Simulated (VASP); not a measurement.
# Ti (P6_3/mmc) in VASP: relaxation of cell and atoms with LDA

Aim: the relaxation of cell and atoms of Ti with LDA.

Program: VASP 6.6.1. These are calculated values, not measurements. Logs are shortened: lines on timing, memory, paths and dates and some standing lists are left out, and cuts for length are marked.

**1. The cell of the first run**

The structure is hexagonal, space group P6_3/mmc (No. 194). Conventional cell: a = 2.866 Å, b = 2.866 Å, c = 4.528 Å, α = 90.00°, β = 90.00°, γ = 120.00°. Ti (site symmetry -6m2) has 12 Ti at 2.80 to 2.87 Å within 3.7 Å.

**2. Relaxation of cell and atoms, LDA**

The input, INCAR:

```
  PREC = Accurate
  ENCUT = 600
  EDIFF = 1E-7
  ISMEAR = -1
  SIGMA = 0.15
  LREAL = F
  LASPH = T
  NELM = 80
  ALGO = Fast
  ISIF = 3
  LWAVE = F
  LCHARG = F
  GGA = CA
  IBRION = 2
  NSW = 80
  EDIFFG = -0.001
```

The input, KPOINTS:

```
regular mesh
0
Gamma
  15 15 8
```

The input, POSCAR:

```
Ti
1.0
    2.8657446780      0.0000000000      0.0000000000
   -1.4328723390      2.4818076920      0.0000000000
    0.0000000000      0.0000000000      4.5277280831
Ti
2
Direct
    0.3333333333      0.6666666667      0.2500000000
    0.6666666667      0.3333333333      0.7500000000
```

Potentials or basis: VASP PAW LDA potentials, release 64 (Ti_sv).

On the command line:

```sh
cat potpaw_LDA.64/Ti_sv/POTCAR > POTCAR
mpirun -np 1 vasp_std > vasp.out
```

OUTCAR:

```text
PREC = Accurate
   ENCUT = 600
   EDIFF = 1E-7
   ISMEAR = -1
   LREAL = F
   LASPH = T
   NELM = 80
   ISIF = 3
   GGA = CA
   IBRION = 2
   NSW = 80
   EDIFFG = -0.001

 ion  position               nearest neighbor table
   1  0.333  0.667  0.250-   2 2.80   2 2.80   2 2.80   2 2.80   2 2.80   2 2.80
   2  0.667  0.333  0.750-   1 2.80   1 2.80   1 2.80   1 2.80   1 2.80   1 2.80

  LATTYP: Found a hexagonal cell.
 ALAT       =     2.8657446780
 C/A-ratio  =     1.5799481782

  Lattice vectors:

 A1 = (   2.8657446780,   0.0000000000,   0.0000000000)
 A2 = (  -1.4328723390,   2.4818076920,   0.0000000000)
 A3 = (   0.0000000000,   0.0000000000,   4.5277280831)

Analysis of symmetry for initial positions (statically):
=====================================================================
 Subroutine PRICEL returns:
 Original cell was already a primitive cell.

 Routine SETGRP: Setting up the symmetry group for a
 hexagonal supercell.

 Subroutine GETGRP returns: Found 24 space group operations
 (whereof 12 operations were pure point group operations)
 out of a pool of 24 trial point group operations.

The static configuration has the point symmetry D_3d.
 The point group associated with its full space group is D_6h.

Analysis of symmetry for dynamics (positions and initial velocities):
=====================================================================
 Subroutine PRICEL returns:
 Original cell was already a primitive cell.

 Routine SETGRP: Setting up the symmetry group for a
 hexagonal supercell.

 Subroutine GETGRP returns: Found 24 space group operations
 (whereof 12 operations were pure point group operations)
 out of a pool of 24 trial point group operations.

The dynamic configuration has the point symmetry D_3d.
 The point group associated with its full space group is D_6h.

 Subroutine INISYM returns: Found 24 space group operations
 (whereof 12 operations are pure point group operations),
 and found     1 'primitive' translations

----------------------------------------------------------------------------------------

                                     Primitive cell

  volume of cell :      32.2022

  direct lattice vectors                    reciprocal lattice vectors
     2.865744678  0.000000000  0.000000000     0.348949440  0.201466053  0.000000000
    -1.432872339  2.481807692  0.000000000     0.000000000  0.402932106  0.000000000
[... 110 lines left out ...]
   GGA     = CA    functional components
   LHFCALC =     F    Hartree Fock is set to
   AEXX    =    0.0000 exact exchange contribution
   IVDW    =     0    specifies the selected vdW correction
   LEPSILON=     F    determine dielectric tensor
   LRPA    =     F    only Hartree local field effects (RPA)
 conjugate gradient relaxation of ions
 non-spin polarized calculation
 RMM-DIIS sequential band-by-band and
  energy-cutoff  :      600.00
  volume of cell :       32.20
 maximum number of plane-waves:      1088
 NGX is ok and might be reduce to    24
   NGX = 11   NGY = 11   NGZ = 19

--------------------------------------- Ionic step        1  -------------------------------------------

 number of electron      24.0000002 magnetization

 Free energy of the ion-electron system (eV)
  ---------------------------------------------------
  ext. energy  EPLUGINS =         0.00000000
  ---------------------------------------------------
  free energy    TOTEN  =       -17.18202988 eV

  energy without entropy =      -17.00338947  energy(sigma->0) =      -17.09270968

------------------------ aborting loop because EDIFF is reached ----------------------------------------

  FORCE on cell =-STRESS in cart. coord.  units (eV):
  Direction    XX          YY          ZZ          XY          YZ          ZX
  --------------------------------------------------------------------------------------
  -------------------------------------------------------------------------------------
  Total        0.0169241      0.0169241      0.1137298      0.0000000      0.0000000      0.0000000
  in kB        0.8420362      0.8420362      5.6584692      0.0000000      0.0000000      0.0000000
  external PRESSURE =       2.4475139 kB  Pullay stress =       0.0000000 kB
[... 89 lines left out ...]
  FREE ENERGIE OF THE ION-ELECTRON SYSTEM (eV)
  ---------------------------------------------------
  free  energy   TOTEN  =       -17.1821678651 eV

  energy  without entropy=      -17.0026620021  energy(sigma->0) =      -17.09241493

[... ionic steps 4 to 27 ...]

--------------------------------------- Ionic step       28  -------------------------------------------

 number of electron      24.0000004 magnetization

------------------------ aborting loop because EDIFF is reached ----------------------------------------
[... 67 lines left out ...]
--------------------------------------- Ionic step       30  -------------------------------------------

 number of electron      24.0000004 magnetization

 Free energy of the ion-electron system (eV)
  ---------------------------------------------------
  ext. energy  EPLUGINS =         0.00000000
  ---------------------------------------------------
  free energy    TOTEN  =       -17.18223035 eV

  energy without entropy =      -17.00268352  energy(sigma->0) =      -17.09245693

 E-fermi :   8.8488     XC(G=0): -12.1416

 val. band max:        8.8282128154   @ k =   0.1333   0.0000   0.1250
 cond. band min:       8.8595239083   @ k =   0.1333   0.0667   0.3750
 fundamental gap:      0.0313110929
 Fermi energy:         8.8487719815

 k-point     1 :       0.0000    0.0000    0.0000
  band No.  band energies     occupation
      1     -47.1370      2.00000
      2     -46.9440      2.00000
      3     -24.1966      2.00000
      4     -23.3867      2.00000
      5     -23.3867      2.00000
      6     -23.2729      2.00000
[... 433 lines left out ...]
      3     -23.9499      2.00000
      4     -23.7928      2.00000
      5     -23.7315      2.00000
      6     -23.6865      2.00000
[... 8 lines left out ...]
     15      10.3281      0.00010
     16      12.2163      0.00000

 [... further k-points ...]

------------------------ aborting loop because EDIFF is reached ----------------------------------------

  FORCE on cell =-STRESS in cart. coord.  units (eV):
  Direction    XX          YY          ZZ          XY          YZ          ZX
  --------------------------------------------------------------------------------------
  -------------------------------------------------------------------------------------
  Total        0.0008673      0.0008673      0.0001904     -0.0000000      0.0000000      0.0000000
  in kB        0.0430738      0.0430738      0.0094582     -0.0000000      0.0000000      0.0000000
  external PRESSURE =       0.0318686 kB  Pullay stress =       0.0000000 kB
[... 17 lines left out ...]
  FREE ENERGIE OF THE ION-ELECTRON SYSTEM (eV)
  ---------------------------------------------------
  free  energy   TOTEN  =       -17.1822303452 eV

  energy  without entropy=      -17.0026835211  energy(sigma->0) =      -17.09245693

 reached required accuracy - stopping structural energy minimisation
```

OSZICAR:

```text
N       E                     dE             d eps       ncg     rms          rms(c)
DAV:   1     0.258572542592E+03    0.25857E+03   -0.14779E+04  4320   0.207E+03
DAV:   2     0.959933818931E+01   -0.24897E+03   -0.24758E+03  4440   0.520E+02
DAV:   3    -0.179277703152E+02   -0.27527E+02   -0.27318E+02  8432   0.139E+02
[... 363 lines left out ...]
RMM:   6    -0.171822301948E+02   -0.49317E-07   -0.46468E-07  3367   0.579E-03
  29 F= -.17182230E+02 E0= -.17092459E+02  d E =0.187911E-06
       N       E                     dE             d eps       ncg     rms          rms(c)
DAV:   1    -0.171822308000E+02   -0.65446E-06   -0.10532E-05  5856   0.493E-02    0.522E-03
RMM:   2    -0.171822303282E+02    0.47172E-06   -0.15106E-06  4785   0.154E-02    0.146E-03
RMM:   3    -0.171822303452E+02   -0.17009E-07   -0.63067E-07  4184   0.736E-03
  30 F= -.17182230E+02 E0= -.17092457E+02  d E =0.374771E-07
```

It took 9.7 min on 1 thread of Intel Xeon 6975P-C (Granite Rapids), shared host; peak memory 0.21 GiB.

What came out:

| Item | Value |
| --- | --- |
| Free energy | -17.1822 eV |
| Relaxed volume | 16.13 Å³/atom |
| Relaxed cell | a = 2.863 Å, b = 2.863 Å, c = 4.545 Å, α = 90.00°, β = 90.00°, γ = 120.00° |
| Space group after relaxing (to 0.1 Å) | P6_3/mmc (No. 194) |
| Energy gained by relaxing | 0.1 meV/atom |
| Ionic steps | 30 |
| Pressure after relaxing | 0.0 GPa |
| Band gap on the k mesh | zero (bands 12 and 13 overlap by 1.04 eV) |

Step by step:
```csv
step,energy change (eV),largest force (eV/Å),pressure (GPa),volume (Å³)
1,0.0000,0.0000,0.24,32.20
2,-0.0001,0.0000,-0.18,32.32
3,-0.0001,0.0000,-0.28,32.30
4,-0.0001,0.0000,-0.18,32.27
5,-0.0002,0.0000,0.01,32.26
6,-0.0002,0.0000,0.03,32.25
7,-0.0002,0.0000,0.03,32.26
8,-0.0002,0.0000,0.03,32.26
9,-0.0002,0.0000,0.07,32.27
10,-0.0002,0.0000,-0.03,32.30
11,-0.0002,0.0000,-0.10,32.28
12,-0.0002,0.0000,-0.07,32.27
13,-0.0002,0.0000,-0.05,32.27
14,-0.0002,0.0000,-0.03,32.27
15,-0.0002,0.0000,-0.08,32.25
16,-0.0002,0.0000,0.15,32.21
17,-0.0002,0.0000,0.32,32.24
18,-0.0002,0.0000,0.12,32.25
19,-0.0002,0.0000,0.08,32.25
20,-0.0002,0.0000,0.05,32.25
21,-0.0002,0.0000,0.05,32.25
22,-0.0002,0.0000,0.01,32.26
23,-0.0002,0.0000,-0.03,32.27
24,-0.0002,0.0000,-0.04,32.27
25,-0.0002,0.0000,-0.01,32.26
26,-0.0002,0.0000,-0.03,32.26
27,-0.0002,0.0000,0.01,32.25
28,-0.0002,0.0000,0.05,32.26
29,-0.0002,0.0000,0.03,32.26
30,-0.0002,0.0000,0.00,32.26
```

Final structure:
```xyz
2
Lattice="2.8630 0.0000 0.0000 -1.4315 2.4794 0.0000 0.0000 0.0000 4.5447" Properties=species:S:1:pos:R:3 pbc="T T T"
Ti    0.0000    1.6529    1.1362
Ti    1.4315    0.8265    3.4086
```

Levels at points of the mesh, in eV from the Fermi level:
```tsv
k point	band 9	band 10	band 11	band 12	band 13	band 14	band 15	band 16
(0.00, 0.00, 0.00)	-6.24	-2.81	0.83	0.83	0.97	1.14	1.39	1.39
(0.00, 0.00, 0.50)	-4.29	-4.29	0.14	0.14	0.73	0.73	0.73	0.73
```
